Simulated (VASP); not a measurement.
# ZnCd2TeO2: relaxation of cell and atoms with PBE

The system is ZnCd2TeO2.

```xyz
6
Lattice="3.2889 0.0000 0.0000 0.0000 3.2889 0.0000 0.0000 0.0000 10.8901" Properties=species:S:1:pos:R:3 pbc="T T T"
Zn    0.0000    0.0000    5.4451
Cd    1.6444    1.6444    8.0410
Cd    1.6444    1.6444    2.8491
Te    1.6444    1.6444    0.0000
O     0.0000    0.0000    7.2920
O     0.0000    0.0000    3.5981
```

The cell was generated, and may not be a known phase.

```json
{
  "Program": "VASP 6.6.1",
  "Task": "relaxation of cell and atoms",
  "Functional": "PBE",
  "Potentials or basis": "VASP PAW PBE potentials, release 64 (Zn, Cd, Te, O)",
  "Cutoff": "600 eV",
  "k mesh": "6 × 6 × 2",
  "Occupations": "gaussian, width 0.1 eV",
  "Spin": "no spin polarisation",
  "Dipole correction": "no",
  "Further INCAR settings": "ALGO = Normal; EDIFF = 1e-07; IBRION = 2; EDIFFG = -0.04; NSW = 90; ISIF = 3"
}
```

```yaml
Relaxed_volume: 19.64 Å³/atom
Relaxed_cell: a = 3.265 Å, b = 3.265 Å, c = 11.053 Å, α = 90.00°, β = 90.00°, γ = 90.00°
Space_group_after_relaxing_to_0.1_Å: P4/mmm (No. 123)
Energy_gained_by_relaxing: 5.1 meV/atom
Ionic_steps: 9
Pressure_after_relaxing: 0.0 GPa
Band_gap_on_the_k_mesh: zero (bands 27 and 28 overlap by 1.20 eV)
```

Stress tensor (GPa, compression positive):
```
 0.06  0.00  0.00
 0.00  0.06  0.00
 0.00  0.00 -0.11
```

Step by step:
```
step  energy change (eV)  largest force (eV/Å)  pressure (GPa)  volume (Å³)
   1              0.0000                0.3593            0.89       117.80
   2             -0.0213                0.1451           -0.97       119.64
   3             -0.0223                0.1576           -0.67       119.31
   4             -0.0284                0.1007           -0.19       118.21
   5             -0.0295                0.0646            0.12       117.54
   6             -0.0295                0.0627            0.14       117.50
   7             -0.0301                0.0446            0.05       117.67
   8             -0.0304                0.0218           -0.11       117.94
   9             -0.0308                0.0016            0.00       117.85
```

Final structure:
```yaml
crystal:
  lattice:
    - [3.26532, 0.00000, 0.00000]
    - [0.00000, 3.26532, 0.00000]
    - [0.00000, 0.00000, 11.05268]
  atoms:
    - { symbol: Zn, position: [0.00000, 0.00000, 0.50000] }
    - { symbol: Cd, position: [0.50000, 0.50000, 0.73470] }
    - { symbol: Cd, position: [0.50000, 0.50000, 0.26530] }
    - { symbol: Te, position: [0.50000, 0.50000, 0.00000] }
    - { symbol: O, position: [0.00000, 0.00000, 0.67147] }
    - { symbol: O, position: [0.00000, 0.00000, 0.32853] }
```

Levels at points of the mesh, in eV from the Fermi level:
```csv
k point,band 25,band 26,band 27,band 28,band 29,band 30
"(0.00, 0.00, 0.00)",-3.26,-3.03,-0.39,1.15,1.44,1.44
"(0.50, 0.00, 0.00)",-2.68,-2.40,-0.07,0.96,1.66,1.86
"(0.50, 0.50, 0.00)",-3.59,-3.59,-1.98,0.90,2.28,2.28
"(0.00, 0.00, 0.50)",-3.26,-1.72,-1.39,1.44,1.44,2.30
"(0.50, 0.00, 0.50)",-2.68,-2.40,0.36,0.55,1.52,2.62
"(0.50, 0.50, 0.50)",-3.54,-3.54,-1.98,1.36,1.46,2.24
```

Wall time 15 min on 1 thread of AMD EPYC 7R43 64-Core Processor (Zen 3) (shared host), peak memory 0.29 GiB.

Caveat: spin-orbit coupling is left out, which moves the levels of the heavy elements.
